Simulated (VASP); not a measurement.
# CaSe (Fm-3m) in VASP: notebook, part 2 of 2

VASP 6.6.1. The steps go on from the part before.

## Step 4: Phonons, r2SCAN

This run uses another cell than the first one, of 23.46 Å³/atom, 1.090 times its volume.

Input file INCAR:

```
PREC = Accurate ; ENCUT = 520
EDIFF = 1E-8 ; ISMEAR = 0
SIGMA = 0.01 ; LREAL = F
LASPH = T ; NELM = 100
ALGO = Normal ; ISIF = 2
LWAVE = F ; LCHARG = F
METAGGA = R2SCAN ; LMIXTAU = T
NBANDS = 15 ; IBRION = 6
NFREE = 2 ; POTIM = 0.015
NSW = 1
```

Input file KPOINTS:

```
regular mesh
0
Gamma
  8 8 8
```

Input file POSCAR:

```
CaSe
1.0
    2.8628767134      2.8628767134      0.0000000000
   -2.8628767134      2.8628767134      0.0000000000
    0.0000000000      2.8628767134      2.8628767134
Ca Se
1 1
Direct
    0.0000000000      0.0000000000      0.0000000000
    0.5000000000      0.5000000000      0.0000000000
```

Potentials or basis: VASP PAW PBE potentials, release 64 (Ca_sv, Se).

The run is started by

```sh
$ cat potpaw_PBE.64/Ca_sv/POTCAR potpaw_PBE.64/Se/POTCAR > POTCAR
$ mpirun -np 1 vasp_std > vasp.out
```

OUTCAR:

```text
PREC = Accurate
   ENCUT = 520
   EDIFF = 1E-8
   ISMEAR = 0
   LREAL = F
   LASPH = T
   NELM = 100
   ISIF = 2
   METAGGA = R2SCAN
   IBRION = 6
   NFREE = 2
   POTIM = 0.015
   NSW = 1

 ion  position               nearest neighbor table
   1  0.000  0.000  0.000-   2 2.86   2 2.86   2 2.86   2 2.86   2 2.86   2 2.86
   2  0.500  0.500  0.000-   1 2.86   1 2.86   1 2.86   1 2.86   1 2.86   1 2.86

  LATTYP: Found a face centered cubic cell.
 ALAT       =     5.7257534268

  Lattice vectors:

 A1 = (   0.0000000000,   2.8628767134,   2.8628767134)
 A2 = (   2.8628767134,   0.0000000000,   2.8628767134)
 A3 = (   2.8628767134,   2.8628767134,   0.0000000000)

Analysis of symmetry for initial positions (statically):
=====================================================================
 Subroutine PRICEL returns:
 Original cell was already a primitive cell.

 Routine SETGRP: Setting up the symmetry group for a
 face centered cubic supercell.

 Subroutine GETGRP returns: Found 48 space group operations
 (whereof 48 operations were pure point group operations)
 out of a pool of 48 trial point group operations.

The static configuration has the point symmetry O_h .

Analysis of symmetry for dynamics (positions and initial velocities):
=====================================================================
 Subroutine PRICEL returns:
 Original cell was already a primitive cell.

 Routine SETGRP: Setting up the symmetry group for a
 face centered cubic supercell.

 Subroutine GETGRP returns: Found 48 space group operations
 (whereof 48 operations were pure point group operations)
 out of a pool of 48 trial point group operations.

The dynamic configuration has the point symmetry O_h .

 Subroutine INISYM returns: Found 48 space group operations
 (whereof 48 operations are pure point group operations),
 and found     1 'primitive' translations

----------------------------------------------------------------------------------------

                                     Primitive cell

  volume of cell :      46.9286

  direct lattice vectors                    reciprocal lattice vectors
     2.862876713  2.862876713  0.000000000     0.174649505  0.174649505 -0.174649505
    -2.862876713  2.862876713  0.000000000    -0.174649505  0.174649505 -0.174649505
     0.000000000  2.862876713  2.862876713     0.000000000  0.000000000  0.349299009

  length of vectors
     4.048719075  4.048719075  4.048719075     0.302501816  0.302501816  0.349299009

  position of ions in fractional coordinates (direct lattice)
     0.000000000  0.000000000  0.000000000
     0.500000000  0.500000000  0.000000000

  ion indices of the primitive-cell ions
   primitive index   ion index
                 1           1
                 2           2

----------------------------------------------------------------------------------------

[... 111 lines left out ...]

 Free energy of the ion-electron system (eV)
  ---------------------------------------------------
  ext. energy  EPLUGINS =         0.00000000
  ---------------------------------------------------
  free energy    TOTEN  =       -25.86213573 eV

  energy without entropy =      -25.86213573  energy(sigma->0) =      -25.86213573

------------------------ aborting loop because EDIFF is reached ----------------------------------------

  FORCE on cell =-STRESS in cart. coord.  units (eV):
  Direction    XX          YY          ZZ          XY          YZ          ZX
  --------------------------------------------------------------------------------------
  -------------------------------------------------------------------------------------
  Total        2.1517139      2.1517139      2.1517139      0.0000000      0.0000000     -0.0000000
  in kB       73.4610563     73.4610563     73.4610563      0.0000000      0.0000000     -0.0000000
  external PRESSURE =      73.4610563 kB  Pullay stress =       0.0000000 kB
[... 131 lines left out ...]
--------------------------------------- Ionic step        5  -------------------------------------------

 number of electron      16.0000004 magnetization

 Free energy of the ion-electron system (eV)
  ---------------------------------------------------
  ext. energy  EPLUGINS =         0.00000000
  ---------------------------------------------------
  free energy    TOTEN  =       -25.86156512 eV

  energy without entropy =      -25.86156512  energy(sigma->0) =      -25.86156512

 E-fermi :   3.0592     XC(G=0): -10.0276

 val. band max:        2.9001244743   @ k =   0.0000   0.0000   0.0000
 cond. band min:       5.1240654093   @ k =   0.5000   0.5000   0.0000
 fundamental gap:      2.2239409350
 Fermi energy:         3.0592152787

 k-point     1 :       0.0000    0.0000    0.0000
  band No.  band energies     occupation
      1     -38.1068      2.00000
      2     -18.2383      2.00000
      3     -18.2382      2.00000
      4     -18.2381      2.00000
      5      -9.6689      2.00000
      6       2.9000      2.00000
      7       2.9001      2.00000
      8       2.9001      2.00000
      9       7.0626      0.00000
     10       7.0632      0.00000
     11       7.0632      0.00000
     12       7.6467      0.00000
     13       7.7583      0.00000
     14       7.7595      0.00000
[... 401 lines left out ...]
      2     -18.3879      2.00000
      3     -18.2875      2.00000
      4     -18.2626      2.00000
      5      -8.7696      2.00000
      6      -0.2617      2.00000
      7       1.0440      2.00000
      8       1.4572      2.00000
      9       8.0477      0.00000
     10       8.3620      0.00000
     11       9.5161      0.00000
     12       9.9497      0.00000
     13      10.2747      0.00000
     14      11.1921      0.00000
     15      12.9698      0.00000

 [... further k-points ...]

------------------------ aborting loop because EDIFF is reached ----------------------------------------

  FORCE on cell =-STRESS in cart. coord.  units (eV):
  Direction    XX          YY          ZZ          XY          YZ          ZX
  --------------------------------------------------------------------------------------
  -------------------------------------------------------------------------------------
  Total        2.1579035      2.1510530      2.1510530      0.0000000      0.0000000      0.0000000
  in kB       73.6723741     73.4384925     73.4384925      0.0000000      0.0000000      0.0000000
  external PRESSURE =      73.5164530 kB  Pullay stress =       0.0000000 kB
[... 17 lines left out ...]
  FREE ENERGIE OF THE ION-ELECTRON SYSTEM (eV)
  ---------------------------------------------------
  free  energy   TOTEN  =       -25.8615651171 eV

  energy  without entropy=      -25.8615651171  energy(sigma->0) =      -25.86156512

 INTERNAL STRAIN TENSORS FROM DISPLACED ATOMS
 ============================================

 INTERNAL STRAIN TENSOR FOR ION    1 for displacements in x,y,z  (eV/Angst):
          X           Y           Z          XY          YZ          ZX
  --------------------------------------------------------------------------------
  x     0.00000     0.00000     0.00000     0.00000     0.00000     0.00000
  y     0.00000     0.00000     0.00000     0.00000     0.00000     0.00000
  z     0.00000     0.00000     0.00000     0.00000     0.00000     0.00000

 INTERNAL STRAIN TENSOR FOR ION    2 for displacements in x,y,z  (eV/Angst):
          X           Y           Z          XY          YZ          ZX
  --------------------------------------------------------------------------------
  x     0.00000     0.00000     0.00000     0.00000     0.00000     0.00000
  y     0.00000     0.00000     0.00000     0.00000     0.00000     0.00000
  z     0.00000     0.00000     0.00000     0.00000     0.00000     0.00000

 Eigenvectors and eigenvalues of the dynamical matrix
 ----------------------------------------------------

   1 f  =    6.775211 THz    42.569905 2PiTHz  225.996704 cm-1    28.020008 meV
             X         Y         Z           dx          dy          dz
      0.000000  0.000000  0.000000     0.815314    0.000000    0.000000
      0.000000  2.862877  0.000000    -0.579020    0.000000    0.000000
[... 21 lines left out ...]
   6 f/i=    0.010176 THz     0.063935 2PiTHz    0.339421 cm-1     0.042083 meV
             X         Y         Z           dx          dy          dz
      0.000000  0.000000  0.000000     0.459417    0.321903   -0.143451
      0.000000  2.862877  0.000000     0.646902    0.453270   -0.201992

 ELASTIC MODULI CONTR FROM IONIC RELAXATION (kBar)
 Direction    XX          YY          ZZ          XY          YZ          ZX
 --------------------------------------------------------------------------------
 XX           0.0000      0.0000      0.0000      0.0000      0.0000      0.0000
 YY           0.0000      0.0000      0.0000      0.0000      0.0000      0.0000
 ZZ           0.0000      0.0000      0.0000      0.0000      0.0000      0.0000
 XY           0.0000      0.0000      0.0000      0.0000      0.0000      0.0000
 YZ           0.0000      0.0000      0.0000      0.0000      0.0000      0.0000
 ZX           0.0000      0.0000      0.0000      0.0000      0.0000      0.0000
 --------------------------------------------------------------------------------
```

stdout:

```text
POSCAR found type information on POSCAR CaSe
 POSCAR found :  2 types and       2 ions
 scaLAPACK will be used
 -----------------------------------------------------------------------------
|                                                                             |
|                                                                             |
|     You enforced a specific xc type in the INCAR file but a different       |
|     I HOPE YOU KNOW WHAT YOU ARE DOING!                                     |
|                                                                             |
 -----------------------------------------------------------------------------

 LDA part: xc-table for (None), standard interpolation
 POSCAR, INCAR and KPOINTS ok, starting setup
 FFT: planning ... GRIDC
 FFT: planning ... GRID_SOFT
 FFT: planning ... GRID
 WAVECAR not read
 entering main loop
 Found     2 degrees of freedom:
 Finite differences POTIM= 0.01500 DOF=   2
 bond charge predicted
 Finite differences progress:
 bond charge predicted
 Finite differences progress:
 bond charge predicted
 Finite differences progress:
 bond charge predicted
 Finite differences progress:
```

Wall time 15 min (1 thread of AMD EPYC 9R45 (Zen 5), shared host); peak memory 0.2 GiB.

Results:

```
Highest phonon frequency at Γ, LO-TO splitting left out : 226 cm⁻¹
```

Phonon frequencies in cm⁻¹ (negative: imaginary):
```
              q point        frequencies
(0.000, 0.000, 0.000)  0 0 0 226 226 226
```

Caveat: the cell wasn't relaxed at this level first, which shifts response properties; the PAW data sets were made with another functional, which shifts forces and pressure a little.
